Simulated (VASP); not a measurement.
**FeRu: single point with LDA**

Crystal: FeRu.

```
Fe Ru
1.0
     2.74455    0.00000    0.00000
    -1.37227    2.37685    0.00000
     0.00000    0.00000    4.22693
Fe Ru
1 1
Direct
  0.00000 0.00000 0.50000
  0.66667 0.33333 0.00000
```

```json
{
 "Program": "VASP 6.6.1",
 "Task": "single point",
 "Functional": "LDA",
 "Potentials or basis": "VASP PAW LDA potentials, release 64 (Fe, Ru_pv)",
 "Cutoff": "520 eV",
 "k mesh": "12 × 12 × 7",
 "Occupations": "fermi-dirac, width 0.05 eV",
 "Spin": "no spin polarisation"
}
```

The pressure is -40.7 GPa and the band gap on the k mesh is zero (bands 11 and 12 overlap by 1.58 eV).

Stress tensor (GPa, compression positive):
```
-40.52   0.00   0.00
  0.00 -40.52   0.00
  0.00   0.00 -41.11
```

Levels at points of the mesh, in eV from the Fermi level:
```
           k point  band 7  band 8  band 9  band 10  band 11  band 12  band 13  band 14  band 15  band 16
(0.00, 0.00, 0.00)   -2.03   -1.27   -0.96    -0.96    -0.95    -0.95     0.84     0.84     1.21     8.52
(0.50, 0.00, 0.00)   -2.05   -1.66   -1.22    -0.85     0.45     1.22     1.67     2.48     4.98     9.92
```

Run time: 62 s on 1 thread of Intel Xeon 8259CL (shared host), peak memory 0.16 GiB.

Caveat: the cell stands under tension; the run has no spin polarisation, though such a crystal can be magnetic. Spin polarisation is off, so any magnetic state and its effect on volume and gap are missing.
